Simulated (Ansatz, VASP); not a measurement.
TiCo2 in VASP and in Ansatz

INCAR

```
PREC = Accurate
ENCUT = 600
EDIFF = 1E-7
ISMEAR = 0
SIGMA = 0.1
LREAL = False
LASPH = True
NELM = 150
ALGO = Normal
ISIF = 3
LWAVE = False
LCHARG = False
ISPIN = 2
MAGMOM = -0.03 -0.03 0.15 0.15 0.15 0.15
LORBIT = 11
LMAXMIX = 4
GGA = PS
IBRION = 2
NSW = 100
EDIFFG = -0.005
KPAR = 4
```

File KPOINTS:

```
Automatic mesh
0
Gamma
  10 10 10
```

File POSCAR:

```
TiCo2
1.0
    0.0000000000      3.2763182987      3.2763182987
    3.2763182987      0.0000000000      3.2763182987
    3.2763182987      3.2763182987      0.0000000000
Ti Co
2 4
Direct
    0.5000000000      0.5000000000      0.5000000000
    0.7500000000      0.7500000000      0.7500000000
    0.1250000000      0.1250000000      0.1250000000
    0.6250000000      0.1250000000      0.1250000000
    0.1250000000      0.1250000000      0.6250000000
    0.1250000000      0.6250000000      0.1250000000
```

Input for Ansatz:

```yaml
crystal:
  lattice:
    - [0.0, 3.2763183176, 3.2763183176]
    - [3.2763183176, 0.0, 3.2763183176]
    - [3.2763183176, 3.2763183176, 0.0]
  atoms:
    - { symbol: Ti, position: [0.5, 0.5, 0.5], spin: -0.03 }
    - { symbol: Ti, position: [0.75, 0.75, 0.75], spin: -0.03 }
    - { symbol: Co, position: [0.125, 0.125, 0.125], spin: 0.15 }
    - { symbol: Co, position: [0.625, 0.125, 0.125], spin: 0.15 }
    - { symbol: Co, position: [0.125, 0.125, 0.625], spin: 0.15 }
    - { symbol: Co, position: [0.125, 0.625, 0.125], spin: 0.15 }
basis:
  ecutwfc: 420
kpoints:
  mp_grid: { grid: [10, 10, 10] }
hamiltonian:
  xc: pbesol
scf:
  occupations: { method: gaussian, width: 0.1 }
output:
  forces: true
  stress: true
  eigenvalues: true
  populations: true
  write_density: true
  write_potential: true
  elf: true
  volumetric_format: npy
magnetization:
  spin_polarized: true
relax:
  adjacent_minimum: "off"
  f_tol: 0.005
  max_steps: 80
  cell: { stress_tol: 0.05 }
```

Alike in both runs: task relaxation of cell and atoms; functional PBEsol; k mesh 10 × 10 × 10; occupations gaussian, width 0.1 eV; collinear spin.

|  | VASP | Ansatz |
| --- | --- | --- |
| version | VASP 6.6.1 | Ansatz 0.2.0 |
| potentials or method | VASP PAW PBE potentials, release 64 (Ti_sv, Co), cutoff 600 eV | scalar-relativistic, plane waves, PAW |
| valence electrons in the cell | 60 | 92 |

|  | VASP | Ansatz | Ansatz less VASP |
| --- | --- | --- | --- |
| gap on the k mesh at the Fermi level, each at its own relaxed structure (eV) | none | none | - |
| net moment per atom (μB) | 0.00 | 0.00 | 0.000 |
| relaxed volume (Å³/atom) | 11.68 | 11.72 | +0.038 |
| relaxed length of the cell vector where the two differ most in proportion (Å) | 4.628 | 4.633 | +0.0050 |

VASP's potentials were made for PBE, not for PBEsol. A gap of «none» marks a metal or a gap that the smearing closes. VASP's potentials hold 60 valence electrons a cell and Ansatz's 92, so a difference there can come from the potentials and not from the codes. Ansatz's warnings: seeded moment not kept.
